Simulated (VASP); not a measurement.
BAs (l.bA): single point with LDA

BAs (l.bA):

```
B As
1.0
     0.00000    2.36597    2.36597
     2.36597    0.00000    2.36597
     2.36597    2.36597    0.00000
B As
1 1
Direct
  0.00000 0.00000 0.00000
  0.25000 0.25000 0.25000
```

- Program: VASP 6.6.1
- Task: single point
- Functional: LDA
- Potentials or basis: VASP PAW LDA potentials, release 64 (B, As)
- Cutoff: 500 eV
- k mesh: 10 × 10 × 10
- Occupations: gaussian, width 0.02 eV
- Spin: no spin polarisation
- Dipole correction: no
- Further INCAR settings: ALGO = Normal; EDIFF = 1e-06; NBANDS = 11

```json
{
  "Pressure": "1.0 GPa",
  "Band gap on the k mesh": "1.10 eV, indirect (least direct gap 3.29 eV)"
}
```

Levels at points of the mesh, in eV from the valence-band top:
```csv
k point,band 1,band 2,band 3,band 4,band 5,band 6,band 7,band 8,band 9
"(0.00, 0.00, 0.00)",-15.64,0.00,0.00,0.00,3.29,3.29,3.29,5.06,9.50
"(0.50, 0.00, 0.00)",-12.68,-8.97,-1.87,-1.87,2.86,4.78,4.78,8.75,12.69
"(0.50, 0.50, 0.00)",-11.35,-8.59,-4.20,-4.20,1.32,1.38,11.51,11.51,12.90
```

It took 5.9 s on 1 thread of Intel Xeon 6975P-C (shared host), peak memory 0.13 GiB.

A k mesh can miss the band edges.
